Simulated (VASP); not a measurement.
# BN (P6_3mc) in VASP: further runs

Runs on BN. Level: PBE. Tasks: single point.

Program: VASP 6.6.1. These are calculated values, not measurements. Logs are shortened: lines on timing, memory, paths and dates and some standing lists are left out, and cuts for length are marked.

## 1. The cell of the first run

The structure is hexagonal, space group P6_3mc (No. 186). Conventional cell: a = 2.554 Å, b = 2.554 Å, c = 4.227 Å, α = 90.00°, β = 90.00°, γ = 120.00°. Within 2.0 Å of B (site symmetry 3m) lie 4 N at 1.51 to 1.81 Å. Within 2.0 Å of N (site symmetry 3m) lie 4 B at 1.51 to 1.81 Å.

## 2. Single point, PBE (all N atoms moved -0.225 Å, as atom 3 along Cartesian [0 0 1])

Input file INCAR:

```
PREC = Accurate ; ENCUT = 520
EDIFF = 1E-6 ; ISMEAR = 0
SIGMA = 0.05 ; LREAL = False
LASPH = True ; NELM = 60
ALGO = Normal ; ISIF = 2
LWAVE = False ; LCHARG = True
GGA = PE ; LELF = True
LVHAR = True ; NBANDS = 16
```

Input file KPOINTS:

```
Automatic mesh
0
Gamma
  12 12 6
```

Input file POSCAR:

```
BN
1.0
    2.5539396017      0.0000000000      0.0000000000
   -1.2769698009      2.2117765748      0.0000000000
    0.0000000000      0.0000000000      4.2268550000
B N
2 2
Direct
    0.6666666667      0.3333333333      0.9997240000
    0.3333333333      0.6666666667      0.4997240000
    0.6666666667      0.3333333333      0.5720449334
    0.3333333333      0.6666666667      0.0720449334
```

Potentials or basis: VASP PAW PBE potentials, release 64 (B, N).

Command:

```console
$ cat potpaw_PBE.64/B/POTCAR potpaw_PBE.64/N/POTCAR > POTCAR
$ mpirun -np 1 vasp_std > vasp.out
```

OUTCAR:

```text
PREC = Accurate
   ENCUT = 520
   EDIFF = 1E-6
   ISMEAR = 0
   LREAL = False
   LASPH = True
   NELM = 60
   ISIF = 2
   GGA = PE

 ion  position               nearest neighbor table
   1  0.667  0.333  1.000-   4 1.51   4 1.51   4 1.51   3 1.81
   2  0.333  0.667  0.500-   3 1.51   3 1.51   3 1.51   4 1.81
   3  0.667  0.333  0.572-   2 1.51   2 1.51   2 1.51   1 1.81
   4  0.333  0.667  0.072-   1 1.51   1 1.51   1 1.51   2 1.81

  LATTYP: Found a hexagonal cell.
 ALAT       =     2.5539396017
 C/A-ratio  =     1.6550332659

  Lattice vectors:

 A1 = (   2.5539396017,   0.0000000000,   0.0000000000)
 A2 = (  -1.2769698009,   2.2117765748,   0.0000000000)
 A3 = (   0.0000000000,   0.0000000000,   4.2268550000)

Analysis of symmetry for initial positions (statically):
=====================================================================
 Subroutine PRICEL returns:
 Original cell was already a primitive cell.

 Routine SETGRP: Setting up the symmetry group for a
 hexagonal supercell.

 Subroutine GETGRP returns: Found 12 space group operations
 (whereof  6 operations were pure point group operations)
 out of a pool of 24 trial point group operations.

The static configuration has the point symmetry C_3v.
 The point group associated with its full space group is C_6v.

Analysis of symmetry for dynamics (positions and initial velocities):
=====================================================================
 Subroutine PRICEL returns:
 Original cell was already a primitive cell.

 Routine SETGRP: Setting up the symmetry group for a
 hexagonal supercell.

 Subroutine GETGRP returns: Found 12 space group operations
 (whereof  6 operations were pure point group operations)
 out of a pool of 24 trial point group operations.

The dynamic configuration has the point symmetry C_3v.
 The point group associated with its full space group is C_6v.

 Subroutine INISYM returns: Found 12 space group operations
 (whereof  6 operations are pure point group operations),
 and found     1 'primitive' translations

----------------------------------------------------------------------------------------

                                     Primitive cell

  volume of cell :      23.8764

  direct lattice vectors                    reciprocal lattice vectors
     2.553939602  0.000000000  0.000000000     0.391551938  0.226062617  0.000000000
    -1.276969801  2.211776575  0.000000000     0.000000000  0.452125233  0.000000000
[... 92 lines left out ...]
   NSW    =      0    number of steps for IOM
   IBRION =     -1    ionic relax: 0-MD 1-quasi-New 2-CG
   NFREE  =      0    steps in history (QN), initial steepest desc. (CG)
   ISIF   =      2    stress and relaxation
   ISYM   =      2    0-nonsym 1-usesym 2-fastsym
   POTIM  = 0.5000    time-step for ionic-motion
   TEBEG  =    0.0;   TEEND  =   0.0 temperature during run
   PSTRESS=    0.0 pullay stress
   NELECT =      16.0000    total number of electrons
   NUPDOWN=      -1.0000    fix difference up-down
   EMIN   =  10.00;   EMAX   =-10.00  energy-range for DOS
   EFERMI =   0.00;   METHOD = LEGACY
   ISMEAR =     0;   SIGMA  =   0.05  broadening in eV -4-tet -1-fermi 0-gaus
   EFERMI_NEDOS =   21; number of points for ismear=-14 and -15
   IALGO  =     38    algorithm
   IMIX   =      4    mixing-type and parameters
     AMIX     =   0.40;   BMIX     =  1.00
     AMIX_MAG =   1.60;   BMIX_MAG =  1.00
  volume/ion in A,a.u.               =       5.97        40.28
  Fermi-wavevector in a.u.,A,eV,Ry     =   1.432600  2.707222 27.923836  2.052344
  Thomas-Fermi vector in A             =   2.552210
   LORBIT       =      0    0 simple, 1 ext, 2 COOP (PROOUT), +10 PAW based schemes
   GGA     = PE    functional components
   LHFCALC =     F    Hartree Fock is set to
   AEXX    =    0.0000 exact exchange contribution
   IVDW    =     0    specifies the selected vdW correction
   LEPSILON=     F    determine dielectric tensor
   LRPA    =     F    only Hartree local field effects (RPA)
 non-spin polarized calculation
 Gauss-broadening in eV      SIGMA  =   0.05
  energy-cutoff  :      520.00
  volume of cell :       23.88
 maximum number of plane-waves:       660
 NGX is ok and might be reduce to    20
   NGX =  9   NGY =  9   NGZ = 15

 number of electron      16.0000004 magnetization

 Free energy of the ion-electron system (eV)
  ---------------------------------------------------
  ext. energy  EPLUGINS =         0.00000000
  ---------------------------------------------------
  free energy    TOTEN  =       -34.07081613 eV

  energy without entropy =      -34.07081613  energy(sigma->0) =      -34.07081613

 E-fermi :   8.8986     XC(G=0): -12.7440

 val. band max:        8.6300794822   @ k =   0.0000   0.0000   0.0000
 cond. band min:      13.0517196781   @ k =   0.5000   0.0000   0.3333
 fundamental gap:      4.4216401959
 Fermi energy:         8.8986012458

 k-point     1 :       0.0000    0.0000    0.0000
  band No.  band energies     occupation
      1     -12.9090      2.00000
      2      -8.8003      2.00000
      3      -2.9127      2.00000
      4       4.7695      2.00000
      5       4.7695      2.00000
      6       6.3987      2.00000
[... 433 lines left out ...]
      3      -1.3007      2.00000
      4       0.5258      2.00000
      5       0.9524      2.00000
      6       2.5552      2.00000
[... 8 lines left out ...]
     15      23.1329      0.00000
     16      24.1010      0.00000

 [... further k-points ...]

------------------------ aborting loop because EDIFF is reached ----------------------------------------

  FORCE on cell =-STRESS in cart. coord.  units (eV):
  Direction    XX          YY          ZZ          XY          YZ          ZX
  --------------------------------------------------------------------------------------
  -------------------------------------------------------------------------------------
  Total        0.7074042      0.7074042      3.8511932     -0.0000000     -0.0000000      0.0000000
  in kB       47.4688794     47.4688794    258.4262743     -0.0000000     -0.0000000      0.0000000
  external PRESSURE =     117.7880111 kB  Pullay stress =       0.0000000 kB

 VOLUME and BASIS-vectors are now :
 -----------------------------------------------------------------------------
  energy-cutoff  :      520.00
  volume of cell :       23.88
      direct lattice vectors                 reciprocal lattice vectors
     2.553939602  0.000000000  0.000000000     0.391551938  0.226062617  0.000000000
    -1.276969801  2.211776575  0.000000000     0.000000000  0.452125233  0.000000000
     0.000000000  0.000000000  4.226855000     0.000000000  0.000000000  0.236582518

 POSITION                                       TOTAL-FORCE (eV/Angst)
 -----------------------------------------------------------------------------------
      1.27697      0.73726      4.22569        -0.000000     -0.000000     -2.569011
     -0.00000      1.47452      2.11226         0.000000      0.000000     -2.569011
      1.27697      0.73726      2.41795         0.000000     -0.000000      2.569011
     -0.00000      1.47452      0.30452        -0.000000     -0.000000      2.569011
 -----------------------------------------------------------------------------------
    total drift:                               -0.000000     -0.000000      0.000296

  FREE ENERGIE OF THE ION-ELECTRON SYSTEM (eV)
  ---------------------------------------------------
  free  energy   TOTEN  =       -34.0708161324 eV

  energy  without entropy=      -34.0708161324  energy(sigma->0) =      -34.07081613
```

stdout:

```text
POSCAR found type information on POSCAR B N
 POSCAR found :  2 types and       4 ions
 scaLAPACK will be used
 LDA part: xc-table for (Slater+PW92), standard interpolation
 POSCAR, INCAR and KPOINTS ok, starting setup
 FFT: planning ... GRIDC
 FFT: planning ... GRID_SOFT
 FFT: planning ... GRID
 WAVECAR not read
 entering main loop
```

Run time: 15 s. Hardware: 1 thread of Intel Xeon Platinum 8488C (Sapphire Rapids), shared host; peak memory 0.14 GiB.

What came out:

* Free energy: -34.0708 eV
* Pressure: 11.8 GPa
* Largest force: 2.569 eV/Å
* Band gap on the k mesh: 4.42 eV, indirect (least direct gap 6.63 eV)

Forces on the atoms (eV/Å):
```
B    0.000  0.000 -2.569
B    0.000  0.000 -2.569
N    0.000  0.000  2.569
N    0.000  0.000  2.569
```

Caveat: the cell differs from its parent crystal (all N atoms moved -0.225 Å, as atom 3 along Cartesian [0 0 1]); forces of over 1 eV/Å act on the atoms, so gaps and moduli don't describe the material at rest. A k mesh can miss the band edges.

[end of part 1 of 2]
